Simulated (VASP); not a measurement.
# KF (P6_3/mmc) in VASP: notebook

The runs below take KF through relaxation of cell and atoms, with LDA, r2SCAN.

Program: VASP 6.6.1. These are calculated values, not measurements. Logs are shortened: lines on timing, memory, paths and dates and some standing lists are left out, and cuts for length are marked.

## 1. The cell of the first run

It takes space group P6_3/mmc (No. 194, hexagonal). Conventional cell: a = 4.547 Å, b = 4.547 Å, c = 5.374 Å, α = 90.00°, β = 90.00°, γ = 120.00°. Within 3.5 Å of K (site symmetry -6m2) lie 5 F at 2.63 to 2.69 Å. Within 3.5 Å of F (site symmetry -6m2) lie 5 K at 2.63 to 2.69 Å.

## 2. Relaxation of cell and atoms, LDA

File INCAR:

```
ALGO = Normal ; EDIFF = 1E-6
EDIFFG = -0.005 ; ENCUT = 600
GGA = CA ; IBRION = 2
ISIF = 3 ; ISMEAR = -1
LASPH = True ; LCHARG = False
LREAL = False ; LWAVE = False
NELM = 80 ; NSW = 80
PREC = Accurate ; SIGMA = 0.02
```

File KPOINTS:

```
k-points
0
Gamma
  6 6 4
```

File POSCAR:

```
KF
1.0
    4.5466990465      0.0000000000      0.0000000000
   -2.2733495233      3.9375568777      0.0000000000
    0.0000000000      0.0000000000      5.3744178451
K F
2 2
Direct
    0.3333333333      0.6666666667     -0.0624993172
    0.6666666667      0.3333333333      0.4375006828
    0.3333333333      0.6666666667      0.4374993172
    0.6666666667      0.3333333333      0.9374993172
```

Potentials or basis: VASP PAW LDA potentials, release 64 (K_sv, F).

Launch:

```
$ cat potpaw_LDA.64/K_sv/POTCAR potpaw_LDA.64/F/POTCAR > POTCAR
$ mpirun -np 1 vasp_std > vasp.out
```

OUTCAR:

```text
EDIFF = 1E-6
   EDIFFG = -0.005
   ENCUT = 600
   GGA = CA
   IBRION = 2
   ISIF = 3
   ISMEAR = -1
   LASPH = True
   LREAL = False
   NELM = 80
   NSW = 80
   PREC = Accurate

 ion  position               nearest neighbor table
   1  0.333  0.667  0.938-   4 2.63   4 2.63   4 2.63   3 2.69   3 2.69   2 3.76   2 3.76   2 3.76
                             2 3.76   2 3.76   2 3.76
   2  0.667  0.333  0.438-   3 2.63   3 2.63   3 2.63   4 2.69   4 2.69   1 3.76   1 3.76   1 3.76
                             1 3.76   1 3.76   1 3.76
   3  0.333  0.667  0.437-   2 2.63   2 2.63   2 2.63   1 2.69   1 2.69
   4  0.667  0.333  0.937-   1 2.63   1 2.63   1 2.63   2 2.69   2 2.69

  LATTYP: Found a hexagonal cell.
 ALAT       =     4.5466990465
 C/A-ratio  =     1.1820482926

  Lattice vectors:

 A1 = (   4.5466990465,   0.0000000000,   0.0000000000)
 A2 = (  -2.2733495233,   3.9375568777,   0.0000000000)
 A3 = (   0.0000000000,   0.0000000000,   5.3744178451)

Analysis of symmetry for initial positions (statically):
=====================================================================
 Subroutine PRICEL returns:
 Original cell was already a primitive cell.

 Routine SETGRP: Setting up the symmetry group for a
 hexagonal supercell.

 Subroutine GETGRP returns: Found 24 space group operations
 (whereof  6 operations were pure point group operations)
 out of a pool of 24 trial point group operations.

The static configuration has the point symmetry C_3v.
 The point group associated with its full space group is D_6h.

Analysis of symmetry for dynamics (positions and initial velocities):
=====================================================================
 Subroutine PRICEL returns:
 Original cell was already a primitive cell.

 Routine SETGRP: Setting up the symmetry group for a
 hexagonal supercell.

 Subroutine GETGRP returns: Found 24 space group operations
 (whereof  6 operations were pure point group operations)
 out of a pool of 24 trial point group operations.

The dynamic configuration has the point symmetry C_3v.
 The point group associated with its full space group is D_6h.

 Subroutine INISYM returns: Found 24 space group operations
 (whereof  6 operations are pure point group operations),
 and found     1 'primitive' translations

----------------------------------------------------------------------------------------

                                     Primitive cell

  volume of cell :      96.2176

  direct lattice vectors                    reciprocal lattice vectors
     4.546699046  0.000000000  0.000000000     0.219939783  0.126982293  0.000000000
    -2.273349523  3.937556878  0.000000000     0.000000000  0.253964585  0.000000000
     0.000000000  0.000000000  5.374417845     0.000000000  0.000000000  0.186066664

  length of vectors
     4.546699046  4.546699047  5.374417845     0.253964585  0.253964585  0.186066664

  position of ions in fractional coordinates (direct lattice)
     0.333333333  0.666666667  0.937500683
     0.666666667  0.333333333  0.437500683
     0.333333333  0.666666667  0.437499317
     0.666666667  0.333333333  0.937499317

  ion indices of the primitive-cell ions
   primitive index   ion index
                 1           1
                 2           2
                 3           3
                 4           4

----------------------------------------------------------------------------------------

 KPOINTS: k-points

Automatic generation of k-mesh.
 Grid dimensions read from file:
 generate k-points for:    6    6    4

 Generating k-lattice:

  Cartesian coordinates                     Fractional coordinates (reciprocal lattice)
     0.036656630  0.021163715  0.000000000     0.166666667  0.000000000  0.000000000
     0.000000000  0.042327431  0.000000000     0.000000000  0.166666667  0.000000000
     0.000000000  0.000000000  0.046516666     0.000000000  0.000000000  0.250000000

  Length of vectors
     0.042327431  0.042327431  0.046516666

  Shift w.r.t. Gamma in fractional coordinates (k-lattice)
     0.000000000  0.000000000  0.000000000

 Subroutine IBZKPT returns following result:
 ===========================================

 Found     21 irreducible k-points:

 Following reciprocal coordinates:
            Coordinates               Weight
  0.000000  0.000000  0.000000      1.000000
  0.166667  0.000000  0.000000      6.000000
  0.333333  0.000000  0.000000      6.000000
  0.500000  0.000000  0.000000      3.000000
  0.166667  0.166667  0.000000      6.000000
  0.333333  0.166667  0.000000     12.000000
[... 13 lines left out ...]
  0.333333  0.166667  0.500000     12.000000
  0.333333  0.333333  0.500000      2.000000
   k-points           NKPTS =     21   k-points in BZ     NKDIM =     21   number of bands    NBANDS=     20
   number of dos      NEDOS =    301   number of ions     NIONS =      4
   total plane-waves  NPLWV =  62208
   dimension x,y,z NGX =    36 NGY =   36 NGZ =   48
   dimension x,y,z NGXF=    72 NGYF=   72 NGZF=   96
   ions per type =               2   2
   NGX,Y,Z   is equivalent  to a cutoff of  13.16, 13.16, 14.85 a.u.
   NGXF,Y,Z  is equivalent  to a cutoff of  26.33, 26.33, 29.70 a.u.
 SYSTEM =  unknown system
   PREC   = accura    normal or accurate (medium, high low for compatibility)
   ISTART =      0    job   : 0-new  1-cont  2-samecut
   ICHARG =      2    charge: 1-file 2-atom 10-const
   ISPIN  =      1    spin polarized calculation?
   LNONCOLLINEAR =      F non collinear calculations
   LSORBIT =      F    spin-orbit coupling
   LASPH  =      T    aspherical Exc in radial PAW
   ENCUT  =  600.0 eV  44.10 Ry    6.64 a.u.   9.08  9.08 10.73*2*pi/ulx,y,z
   NELM   =     80;   NELMIN=  2; NELMDL= -5     # of ELM steps
   EDIFF  = 0.1E-05   stopping-criterion for ELM
   LREAL  =      F    real-space projection
   EDIFFG = -.5E-02   stopping-criterion for IOM
   NSW    =     80    number of steps for IOM
   IBRION =      2    ionic relax: 0-MD 1-quasi-New 2-CG
   NFREE  =      1    steps in history (QN), initial steepest desc. (CG)
   ISIF   =      3    stress and relaxation
   ISYM   =      2    0-nonsym 1-usesym 2-fastsym
   POTIM  = 0.5000    time-step for ionic-motion
   TEBEG  =    0.0;   TEEND  =   0.0 temperature during run
   PSTRESS=    0.0 pullay stress
   NELECT =      32.0000    total number of electrons
   NUPDOWN=      -1.0000    fix difference up-down
   EMIN   =  10.00;   EMAX   =-10.00  energy-range for DOS
   EFERMI =   0.00;   METHOD = LEGACY
   ISMEAR =    -1;   SIGMA  =   0.02  broadening in eV -4-tet -1-fermi 0-gaus
   EFERMI_NEDOS =   21; number of points for ismear=-14 and -15
   IALGO  =     38    algorithm
   IMIX   =      4    mixing-type and parameters
     AMIX     =   0.40;   BMIX     =  1.00
     AMIX_MAG =   1.60;   BMIX_MAG =  1.00
  volume/ion in A,a.u.               =      24.05       162.33
  Fermi-wavevector in a.u.,A,eV,Ry     =   1.134244  2.143411 17.504038  1.286510
  Thomas-Fermi vector in A             =   2.270948
   LORBIT       =      0    0 simple, 1 ext, 2 COOP (PROOUT), +10 PAW based schemes
   GGA     = CA    functional components
   LHFCALC =     F    Hartree Fock is set to
   AEXX    =    0.0000 exact exchange contribution
   IVDW    =     0    specifies the selected vdW correction
   LEPSILON=     F    determine dielectric tensor
   LRPA    =     F    only Hartree local field effects (RPA)
 conjugate gradient relaxation of ions
 non-spin polarized calculation
  energy-cutoff  :      600.00
  volume of cell :       96.22
 maximum number of plane-waves:      3240
   NGX = 19   NGY = 19   NGZ = 21

--------------------------------------- Ionic step        1  -------------------------------------------

 number of electron      32.0000011 magnetization

 Free energy of the ion-electron system (eV)
  ---------------------------------------------------
  ext. energy  EPLUGINS =         0.00000000
  ---------------------------------------------------
  free energy    TOTEN  =       -17.75088626 eV

  energy without entropy =      -17.75088626  energy(sigma->0) =      -17.75088626

------------------------ aborting loop because EDIFF is reached ----------------------------------------

  FORCE on cell =-STRESS in cart. coord.  units (eV):
  Direction    XX          YY          ZZ          XY          YZ          ZX
  --------------------------------------------------------------------------------------
  -------------------------------------------------------------------------------------
  Total       -1.8393831     -1.8393831     -2.2702113      0.0000000      0.0000000      0.0000000
  in kB      -30.6286810    -30.6286810    -37.8026629      0.0000000      0.0000000      0.0000000
  external PRESSURE =     -33.0200083 kB  Pullay stress =       0.0000000 kB

 VOLUME and BASIS-vectors are now :
 -----------------------------------------------------------------------------
  energy-cutoff  :      600.00
  volume of cell :       96.22
      direct lattice vectors                 reciprocal lattice vectors
     4.546699046  0.000000000  0.000000000     0.219939783  0.126982293  0.000000000
    -2.273349523  3.937556878  0.000000000     0.000000000  0.253964585  0.000000000
     0.000000000  0.000000000  5.374417845     0.000000000  0.000000000  0.186066664
[... 153 lines left out ...]
 POSITION                                       TOTAL-FORCE (eV/Angst)
 -----------------------------------------------------------------------------------
     -0.00000      2.51720      4.79763        -0.000000     -0.000000      0.000000
      2.17995      1.25860      2.23890         0.000000      0.000000     -0.000000
     -0.00000      2.51720      2.23889        -0.000000      0.000000      0.000000
      2.17995      1.25860      4.79763         0.000000     -0.000000      0.000000
 -----------------------------------------------------------------------------------
    total drift:                               -0.000000      0.000000      0.025558

  FREE ENERGIE OF THE ION-ELECTRON SYSTEM (eV)
  ---------------------------------------------------
  free  energy   TOTEN  =       -17.8918537044 eV

  energy  without entropy=      -17.8918537044  energy(sigma->0) =      -17.89185370

--------------------------------------- Ionic step        6  -------------------------------------------

 number of electron      31.9999996 magnetization

 Free energy of the ion-electron system (eV)
  ---------------------------------------------------
  ext. energy  EPLUGINS =         0.00000000
  ---------------------------------------------------
  free energy    TOTEN  =       -17.89195189 eV

  energy without entropy =      -17.89195189  energy(sigma->0) =      -17.89195189

 E-fermi :  -3.0469     XC(G=0):  -8.4270

 val. band max:       -3.5383337601   @ k =   0.0000   0.0000   0.0000
 cond. band min:       1.8373316564   @ k =   0.0000   0.0000   0.0000
 fundamental gap:      5.3756654165
 Fermi energy:        -3.0469278500

 k-point     1 :       0.0000    0.0000    0.0000
  band No.  band energies     occupation
      1     -29.0159      2.00000
      2     -28.8319      2.00000
      3     -21.8694      2.00000
      4     -21.8119      2.00000
      5     -13.1640      2.00000
      6     -12.8264      2.00000
[... 12 lines left out ...]
     19       6.9934      0.00000
     20       6.9934      0.00000
[... 480 lines left out ...]
 POSITION                                       TOTAL-FORCE (eV/Angst)
 -----------------------------------------------------------------------------------
     -0.00000      2.51372      4.80737        -0.000000      0.000000     -0.000000
      2.17694      1.25686      2.24344         0.000000     -0.000000     -0.000000
     -0.00000      2.51372      2.24344         0.000000      0.000000      0.000000
      2.17694      1.25686      4.80737        -0.000000     -0.000000      0.000000
 -----------------------------------------------------------------------------------
    total drift:                               -0.000000      0.000000      0.025631

  FREE ENERGIE OF THE ION-ELECTRON SYSTEM (eV)
  ---------------------------------------------------
  free  energy   TOTEN  =       -17.8919518920 eV

  energy  without entropy=      -17.8919518920  energy(sigma->0) =      -17.89195189

 reached required accuracy - stopping structural energy minimisation
```

It took 2.1 min on 1 thread of Intel Xeon 8259CL, shared host; peak memory 0.23 GiB.

What came out:

```yaml
Free_energy: -17.8920 eV
Relaxed_volume: 21.05 Å³/atom
Relaxed_cell: a = 4.354 Å, b = 4.354 Å, c = 5.128 Å, α = 90.00°, β = 90.00°, γ = 120.00°
Space_group_after_relaxing_to_0.1_Å: P6_3/mmc (No. 194)
Energy_gained_by_relaxing: 35.3 meV/atom
Ionic_steps: 6
Pressure_after_relaxing: 0.0 GPa
Band_gap_on_the_k_mesh: 5.38 eV
```

The path:
| step | energy change (eV) | largest force (eV/Å) | pressure (GPa) | volume (Å³) |
| --- | --- | --- | --- | --- |
| 1 | 0.0000 | 0.0000 | -3.30 | 96.22 |
| 2 | -0.1100 | 0.0000 | -1.78 | 89.48 |
| 3 | -0.1406 | 0.0000 | -0.11 | 84.56 |
| 4 | -0.1407 | 0.0000 | 0.00 | 84.29 |
| 5 | -0.1410 | 0.0000 | 0.00 | 84.24 |
| 6 | -0.1411 | 0.0000 | 0.01 | 84.18 |

Final structure:
```xyz
4
Lattice="4.3539 0.0000 0.0000 -2.1769 3.7706 0.0000 0.0000 0.0000 5.1279" Properties=species:S:1:pos:R:3 pbc="T T T"
K     0.0000    2.5137    4.8074
K     2.1769    1.2569    2.2434
F     0.0000    2.5137    2.2434
F     2.1769    1.2569    4.8074
```

Caveat: the structure was generated, so it needn't be the stable form of KF. A k mesh can miss the band edges.

## 3. Relaxation of cell and atoms, r2SCAN

POSCAR is that of step 2.

File INCAR.step1:

```
  PREC = Accurate
  ENCUT = 600
  ISMEAR = -1
  SIGMA = 0.02
  LREAL = False
  LASPH = True
  NELM = 80
  GGA = PE
  ALGO = Normal
  EDIFF = 1E-4
  LWAVE = True
  LCHARG = False
```

File INCAR.step2:

```
  PREC = Accurate
  ENCUT = 600
  EDIFF = 1E-6
  ISMEAR = -1
  SIGMA = 0.02
  LREAL = False
  LASPH = True
  NELM = 80
  ALGO = Normal
  ISIF = 3
  LWAVE = False
  LCHARG = False
  METAGGA = R2SCAN
  LMIXTAU = True
  IBRION = 2
  NSW = 80
  EDIFFG = -0.005
  ISTART = 1
```

File KPOINTS:

```
Automatic mesh
0
Gamma
  6 6 4
```

Potentials or basis: VASP PAW PBE potentials, release 64 (K_sv, F).

Launch:

```
$ cat potpaw_PBE.64/K_sv/POTCAR potpaw_PBE.64/F/POTCAR > POTCAR
$ cp INCAR.step1 INCAR
$ mpirun -np 1 vasp_std > vasp.out
$ cp INCAR.step2 INCAR
$ mpirun -np 1 vasp_std > vasp.out
```

Run time: 10 min. Hardware: 1 thread of Intel Xeon 8259CL, shared host; peak memory 0.29 GiB.

The run converged. Its results:

| Property | Result |
| --- | --- |
| Free energy | -29.7121 eV |
| Relaxed volume | 22.94 Å³/atom |
| Relaxed cell | a = 4.483 Å, b = 4.483 Å, c = 5.270 Å, α = 90.00°, β = 90.00°, γ = 120.00° |
| Space group after relaxing (to 0.1 Å) | P6_3/mmc (No. 194) |
| Energy gained by relaxing | 4.5 meV/atom |
| Ionic steps | 4 |
| Pressure after relaxing | 0.0 GPa |
| Band gap on the k mesh | 5.96 eV |

Step by step:
| step | energy change (eV) | largest force (eV/Å) | pressure (GPa) | volume (Å³) |
| --- | --- | --- | --- | --- |
| 1 | 0.0000 | 0.0000 | -1.19 | 96.22 |
| 2 | -0.0141 | 0.0000 | -0.57 | 93.75 |
| 3 | -0.0179 | 0.0000 | -0.06 | 91.93 |
| 4 | -0.0179 | 0.0000 | 0.00 | 91.74 |

Final structure:
```xyz
4
Lattice="4.4833 0.0000 0.0000 -2.2417 3.8827 0.0000 0.0000 0.0000 5.2704" Properties=species:S:1:pos:R:3 pbc="T T T"
K     0.0000    2.5885    4.9410
K     2.2417    1.2942    2.3058
F     0.0000    2.5885    2.3058
F     2.2417    1.2942    4.9410
```

Levels at points of the mesh, in eV from the valence-band top:
| k point | band 14 | band 15 | band 16 | band 17 | band 18 | band 19 |
| --- | --- | --- | --- | --- | --- | --- |
| (0.00, 0.00, 0.00) | -0.30 | -0.15 | 0.00 | 5.96 | 10.74 | 11.28 |
| (0.50, 0.00, 0.00) | -0.12 | -0.11 | -0.08 | 7.78 | 9.45 | 10.00 |
| (0.00, 0.00, 0.50) | -0.33 | -0.33 | -0.33 | 7.58 | 7.58 | 11.74 |
| (0.50, 0.00, 0.50) | -0.30 | -0.17 | -0.17 | 8.53 | 8.53 | 11.57 |

Caveat: the structure was generated, so it needn't be the stable form of KF; the PAW data sets were made with another functional, which shifts forces and pressure a little. A k mesh can miss the band edges.
